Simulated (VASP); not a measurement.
Set up this calculation in VASP 6.6.1, as the native input.

```yaml
Task: single point
Functional: PBEsol
Potentials_or_basis: VASP PAW PBE potentials, release 64 (Hg, Te)
Cutoff: 520 eV
k_mesh: 8 × 8 × 8
Occupations: fermi-dirac, width 0.1 eV
Spin: no spin polarisation
Dipole_correction: no
Further_INCAR_settings: ALGO = Normal; EDIFF = 1e-06; NBANDS = 16
```

The structure of HgTe lies in POSCAR:

```
HgTe
1.0
   -3.0200084874      3.0200084874      1.5463050947
    3.0200084874     -3.0200084874      1.5463050947
    3.0200084874      3.0200084874     -1.5463050947
Hg Te
1 1
Direct
    0.2500000000      0.7500000000      0.5000000000
    0.0000000000      0.0000000000      0.0000000000
```

One way to write it, as run:

INCAR

```
SYSTEM = HgTe
PREC = Accurate
ENCUT = 520
EDIFF = 1E-6
ISMEAR = -1
SIGMA = 0.1
LREAL = .False.
LASPH = .True.
NELM = 100
ALGO = Normal
ISIF = 2
LWAVE = .False.
LCHARG = .True.
GGA = PS
LELF = .True.
LVHAR = .True.
NBANDS = 16
```

KPOINTS

```
Automatic mesh
0
Gamma
  8 8 8
  0 0 0
```

Potentials or basis: VASP PAW PBE potentials, release 64 (Hg, Te).

Run with:

```console
$ cat potpaw_PBE.64/Hg/POTCAR potpaw_PBE.64/Te/POTCAR > POTCAR
$ mpirun -np 1 vasp_std > vasp.out
```

Results of the run:

```json
{
 "Pressure": "-2.6 GPa",
 "Band gap on the k mesh": "zero (band 9 reaches 6.09 eV, above the bottom of band 10 at 3.00 eV)"
}
```

Caveat: the PAW data sets were made with another functional, which shifts forces and pressure a little; spin-orbit coupling is left out, which moves the levels of the heavy elements.

It took 2.4 min on 1 thread of AMD EPYC 7R13 (shared host), peak memory 0.21 GiB.
